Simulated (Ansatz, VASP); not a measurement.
Two plane-wave programs on Te2Mo

```
Te Mo
1.0
     3.58381    0.00000    0.00000
    -1.79191    3.10367    0.00000
     0.00000    0.00000   17.64011
Te Mo
2 1
Direct
  0.33333 0.66667 0.10214
  0.33333 0.66667 0.89786
  0.00000 0.00000 0.00000
```

Alike in both runs: task single point; functional r2SCAN; k mesh 9 × 9 × 2; occupations fermi-dirac, width 0.05 eV; no spin polarisation.

```csv
,VASP,Ansatz
version,VASP 6.6.1,Ansatz 0.2.0
potentials or method,"VASP PAW PBE potentials, release 64 (Te, Mo_sv)",Ansatz PAW
plane-wave cutoff (eV),520,500
valence electrons in the cell,26,46
```

```tsv
	VASP	Ansatz	Ansatz less VASP
gap on the k mesh at the Fermi level (eV)	1.09	1.09	-0.002
least direct gap on the mesh (eV)	1.09	1.09	-0.002
rms of the force components (eV/Å)	0.123	0.135	+0.0116
```

VASP's potentials were made for PBE, not for r2SCAN. Atom by atom the forces differ by 0.012 eV/Å (rms over components). With one functional, cell and mesh, what is left measures potentials, basis and numerics. VASP's potentials hold 26 valence electrons a cell and Ansatz's 46, so a difference there can come from the potentials and not from the codes.

Neither program's run includes spin-orbit coupling. Noted on Ansatz's run: odd divisions of the mesh miss points on the zone boundary, where band edges often lie, so the gap on the mesh can be too wide.
